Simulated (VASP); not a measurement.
# Cu3O (Fm-3m) in VASP: a series of runs

Cu3O is run at these levels: PBE; tasks: single point, relaxation of cell and atoms.

All numbers are computed with VASP 6.6.1; they aren't measurements. Logs are shortened: lines on timing, memory, paths and dates and some standing lists are left out, and cuts for length are marked.

### Step 1. The cell of the first run

The structure is cubic, space group Fm-3m (No. 225). Conventional cell: a = 5.633 Å, b = 5.633 Å, c = 5.633 Å, α = 90.00°, β = 90.00°, γ = 90.00°. Cu (site symmetry -43m) has 10 Cu at 2.44 to 2.82 Å and 4 O at 2.44 Å within 3.2 Å. Within 3.2 Å of Cu (site symmetry m-3m) lie 8 Cu at 2.44 Å and 6 O at 2.82 Å. O (site symmetry m-3m) has 14 Cu at 2.44 to 2.82 Å within 3.2 Å.

The cell was generated, and may not be a known phase.

### Step 2. Single point, PBE

The input, INCAR:

```
PREC = Accurate
ENCUT = 520
EDIFF = 1E-6
ISMEAR = 0
SIGMA = 0.1
LREAL = F
LASPH = T
NELM = 100
ALGO = Normal
ISIF = 2
LWAVE = F
LCHARG = T
GGA = PE
LELF = T
LVHAR = T
NBANDS = 28
```

The input, KPOINTS:

```
regular mesh
0
Gamma
  14 14 14
```

The input, POSCAR:

```
Cu3O
1.0
    0.0000000000      2.8164874879      2.8164874879
    2.8164874879      0.0000000000      2.8164874879
    2.8164874879      2.8164874879      0.0000000000
Cu O
3 1
Direct
    0.2500000000      0.2500000000      0.2500000000
    0.7500000000      0.7500000000      0.7500000000
    0.5000000000      0.5000000000      0.5000000000
    0.0000000000      0.0000000000      0.0000000000
```

Potentials or basis: VASP PAW PBE potentials, release 64 (Cu, O).

Run with:

```bash
> cat potpaw_PBE.64/Cu/POTCAR potpaw_PBE.64/O/POTCAR > POTCAR
> mpirun -np 1 vasp_std > vasp.out
```

OUTCAR:

```text
PREC = Accurate
   ENCUT = 520
   EDIFF = 1E-6
   ISMEAR = 0
   LREAL = F
   LASPH = T
   NELM = 100
   ISIF = 2
   GGA = PE

 ion  position               nearest neighbor table
   1  0.250  0.250  0.250-   3 2.44   3 2.44   3 2.44   3 2.44
   2  0.750  0.750  0.750-   3 2.44   3 2.44   3 2.44   3 2.44
   3  0.500  0.500  0.500-   1 2.44   1 2.44   1 2.44   1 2.44   2 2.44   2 2.44   2 2.44   2 2.44

   4  0.000  0.000  0.000-

  LATTYP: Found a face centered cubic cell.
 ALAT       =     5.6329749758

  Lattice vectors:

 A1 = (   0.0000000000,   2.8164874879,   2.8164874879)
 A2 = (   2.8164874879,   0.0000000000,   2.8164874879)
 A3 = (   2.8164874879,   2.8164874879,   0.0000000000)

Analysis of symmetry for initial positions (statically):
=====================================================================
 Subroutine PRICEL returns:
 Original cell was already a primitive cell.

 Routine SETGRP: Setting up the symmetry group for a
 face centered cubic supercell.

 Subroutine GETGRP returns: Found 48 space group operations
 (whereof 48 operations were pure point group operations)
 out of a pool of 48 trial point group operations.

The static configuration has the point symmetry O_h .

Analysis of symmetry for dynamics (positions and initial velocities):
=====================================================================
 Subroutine PRICEL returns:
 Original cell was already a primitive cell.

 Routine SETGRP: Setting up the symmetry group for a
 face centered cubic supercell.

 Subroutine GETGRP returns: Found 48 space group operations
 (whereof 48 operations were pure point group operations)
 out of a pool of 48 trial point group operations.

The dynamic configuration has the point symmetry O_h .

 Subroutine INISYM returns: Found 48 space group operations
 (whereof 48 operations are pure point group operations),
 and found     1 'primitive' translations

----------------------------------------------------------------------------------------

                                     Primitive cell

  volume of cell :      44.6841

  direct lattice vectors                    reciprocal lattice vectors
     0.000000000  2.816487488  2.816487488    -0.177526086  0.177526086  0.177526086
[... 75 lines left out ...]
   dimension x,y,z NGX =    30 NGY =   30 NGZ =   30
   dimension x,y,z NGXF=    60 NGYF=   60 NGZF=   60
   ions per type =               3   1
   NGX,Y,Z   is equivalent  to a cutoff of  12.52, 12.52, 12.52 a.u.
   NGXF,Y,Z  is equivalent  to a cutoff of  25.04, 25.04, 25.04 a.u.
 SYSTEM =  unknown system
   PREC   = accura    normal or accurate (medium, high low for compatibility)
   ISTART =      0    job   : 0-new  1-cont  2-samecut
   ICHARG =      2    charge: 1-file 2-atom 10-const
   ISPIN  =      1    spin polarized calculation?
   LNONCOLLINEAR =      F non collinear calculations
   LSORBIT =      F    spin-orbit coupling
   LASPH  =      T    aspherical Exc in radial PAW
   ENCUT  =  520.0 eV  38.22 Ry    6.18 a.u.   7.41  7.41  7.41*2*pi/ulx,y,z
   NELM   =    100;   NELMIN=  2; NELMDL= -5     # of ELM steps
   EDIFF  = 0.1E-05   stopping-criterion for ELM
   LREAL  =      F    real-space projection
[... 7 lines left out ...]
   TEBEG  =    0.0;   TEEND  =   0.0 temperature during run
   PSTRESS=    0.0 pullay stress
   NELECT =      39.0000    total number of electrons
   NUPDOWN=      -1.0000    fix difference up-down
   EMIN   =  10.00;   EMAX   =-10.00  energy-range for DOS
   EFERMI =   0.00;   METHOD = LEGACY
   ISMEAR =     0;   SIGMA  =   0.10  broadening in eV -4-tet -1-fermi 0-gaus
   EFERMI_NEDOS =   21; number of points for ismear=-14 and -15
   IALGO  =     38    algorithm
   IMIX   =      4    mixing-type and parameters
     AMIX     =   0.40;   BMIX     =  1.00
     AMIX_MAG =   1.60;   BMIX_MAG =  1.00
  volume/ion in A,a.u.               =      11.17        75.39
  Fermi-wavevector in a.u.,A,eV,Ry     =   1.564511  2.956497 33.302896  2.447694
  Thomas-Fermi vector in A             =   2.667124
   LORBIT       =      0    0 simple, 1 ext, 2 COOP (PROOUT), +10 PAW based schemes
   GGA     = PE    functional components
   LHFCALC =     F    Hartree Fock is set to
   AEXX    =    0.0000 exact exchange contribution
   IVDW    =     0    specifies the selected vdW correction
   LEPSILON=     F    determine dielectric tensor
   LRPA    =     F    only Hartree local field effects (RPA)
 non-spin polarized calculation
 Gauss-broadening in eV      SIGMA  =   0.10
  energy-cutoff  :      520.00
  volume of cell :       44.68
 maximum number of plane-waves:      1243
 NGX is ok and might be reduce to    30
   NGX = 15   NGY = 15   NGZ = 15

 number of electron      39.0000046 magnetization

 Free energy of the ion-electron system (eV)
  ---------------------------------------------------
  ext. energy  EPLUGINS =         0.00000000
  ---------------------------------------------------
  free energy    TOTEN  =       -15.18940935 eV

  energy without entropy =      -15.18556168  energy(sigma->0) =      -15.18748551

 E-fermi :   6.0166     XC(G=0): -12.3442

 val. band max:        6.0132792800   @ k =  -0.2143   0.2857   0.0714
 cond. band min:       6.1046659978   @ k =   0.5000   0.2857   0.1429
 fundamental gap:      0.0913867179
 Fermi energy:         6.0166000003

 k-point     1 :       0.0000    0.0000    0.0000
  band No.  band energies     occupation
      1     -11.5242      2.00000
      2       0.6094      2.00000
      3       1.8001      2.00000
      4       1.8001      2.00000
      5       1.8001      2.00000
      6       2.6767      2.00000
[... 733 lines left out ...]
     27      19.5974      0.00000
     28      19.7847      0.00000

 [... further k-points ...]
[... 5 lines left out ...]
  --------------------------------------------------------------------------------------
  -------------------------------------------------------------------------------------
  Total        0.0225544      0.0225544      0.0225544     -0.0000000      0.0000000     -0.0000000
  in kB        0.8087021      0.8087021      0.8087021     -0.0000000      0.0000000     -0.0000000
  external PRESSURE =       0.8087021 kB  Pullay stress =       0.0000000 kB

 VOLUME and BASIS-vectors are now :
 -----------------------------------------------------------------------------
  energy-cutoff  :      520.00
  volume of cell :       44.68
      direct lattice vectors                 reciprocal lattice vectors
     0.000000000  2.816487488  2.816487488    -0.177526086  0.177526086  0.177526086
     2.816487488  0.000000000  2.816487488     0.177526086 -0.177526086  0.177526086
     2.816487488  2.816487488  0.000000000     0.177526086  0.177526086 -0.177526086

 POSITION                                       TOTAL-FORCE (eV/Angst)
 -----------------------------------------------------------------------------------
      1.40824      1.40824      1.40824         0.000000      0.000000      0.000000
      4.22473      4.22473      4.22473        -0.000000     -0.000000     -0.000000
      2.81649      2.81649      2.81649         0.000000     -0.000000      0.000000
      0.00000      0.00000      0.00000         0.000000     -0.000000      0.000000
 -----------------------------------------------------------------------------------
    total drift:                                0.000000     -0.000000      0.000000

  FREE ENERGIE OF THE ION-ELECTRON SYSTEM (eV)
  ---------------------------------------------------
  free  energy   TOTEN  =       -15.1894093471 eV

  energy  without entropy=      -15.1855616817  energy(sigma->0) =      -15.18748551
```

stdout:

```text
POSCAR found type information on POSCAR CuO
 POSCAR found :  2 types and       4 ions
 scaLAPACK will be used
 LDA part: xc-table for (Slater+PW92), standard interpolation
 POSCAR, INCAR and KPOINTS ok, starting setup
 FFT: planning ... GRIDC
 FFT: planning ... GRID_SOFT
 FFT: planning ... GRID
 WAVECAR not read
 entering main loop
```

Wall time 2.8 min (1 thread of Intel Xeon 8259CL, shared host); peak memory 0.24 GiB.

What came out:

```
Free energy            : -15.1894 eV
Pressure               : 0.1 GPa
Band gap on the k mesh : zero (an odd number of electrons rules out a gap without spin polarisation)
```

With open d or f shells a metallic result of PBE can be an artefact of self-interaction; +U or a hybrid may open a gap.

### Step 3. Relaxation of cell and atoms, PBE

This run uses another cell than the first one, of 11.45 Å³/atom.

The input, INCAR:

```
SYSTEM = Cu3O
PREC = Accurate ; ENCUT = 600
EDIFF = 1E-7 ; ISMEAR = 0
SIGMA = 0.1 ; LREAL = .False.
LASPH = .True. ; NELM = 60
ALGO = Normal ; ISIF = 3
LWAVE = .False. ; LCHARG = .False.
GGA = PE ; IBRION = 2
NSW = 100 ; EDIFFG = -0.01
```

The input, KPOINTS:

```
Automatic mesh
0
Gamma
  14 14 14
  0 0 0
```

The input, POSCAR:

```
Cu3O
1.0
    0.0000000000      2.8394418700      2.8394418700
    2.8394418700      0.0000000000      2.8394418700
    2.8394418700      2.8394418700      0.0000000000
Cu O
3 1
Direct
    0.2500000000      0.2500000000      0.2500000000
    0.7500000000      0.7500000000      0.7500000000
    0.5000000000      0.5000000000      0.5000000000
    0.0000000000      0.0000000000      0.0000000000
```

Potentials or basis: VASP PAW PBE potentials, release 64 (Cu, O).

Run with:

```bash
> cat potpaw_PBE.64/Cu/POTCAR potpaw_PBE.64/O/POTCAR > POTCAR
> mpirun -np 1 vasp_std > vasp.out
```

It took 4.8 min on 1 thread of Intel Xeon 8259CL, shared host; peak memory 0.27 GiB.

The run converged. Its results:

| Quantity | Value |
| --- | --- |
| Free energy | -15.1914 eV |
| Relaxed volume | 11.18 Å³/atom |
| Relaxed cell | a = 3.985 Å, b = 3.985 Å, c = 3.985 Å, α = 60.00°, β = 60.00°, γ = 60.00° |
| Space group after relaxing (to 0.1 Å) | Fm-3m (No. 225) |
| Energy gained by relaxing | 2.5 meV/atom |
| Ionic steps | 3 |
| Pressure after relaxing | 0.0 GPa |
| Band gap on the k mesh | zero (an odd number of electrons rules out a gap without spin polarisation) |

Step by step:
| step | energy change (eV) | largest force (eV/Å) | pressure (GPa) | volume (Å³) |
| --- | --- | --- | --- | --- |
| 1 | 0.0000 | 0.0000 | -2.95 | 45.79 |
| 2 | -0.0088 | 0.0000 | 1.00 | 44.40 |
| 3 | -0.0098 | 0.0000 | -0.01 | 44.74 |

Final structure:
```
CELL_PARAMETERS angstrom
0.00000 2.81756 2.81756
2.81756 0.00000 2.81756
2.81756 2.81756 0.00000
ATOMIC_POSITIONS crystal
Cu 0.25000 0.25000 0.25000
Cu 0.75000 0.75000 0.75000
Cu 0.50000 0.50000 0.50000
O 0.00000 0.00000 0.00000
```

Levels at points of the mesh, in eV from the Fermi level:
```
           k point  band 17  band 18  band 19  band 20  band 21  band 22  band 23
(0.00, 0.00, 0.00)    -1.03    -0.62    -0.62    -0.62     6.93     6.93     6.93
(0.50, 0.00, 0.00)    -1.25    -1.25    -0.27    -0.27     1.87     5.43     5.43
(0.50, 0.50, 0.00)    -1.05    -0.89    -0.89     0.43     2.67     4.82     4.99
```

With open d or f shells a metallic result of PBE can be an artefact of self-interaction; +U or a hybrid may open a gap.

The gap in the log of VASP goes by the Fermi energy; the results here count the filled bands.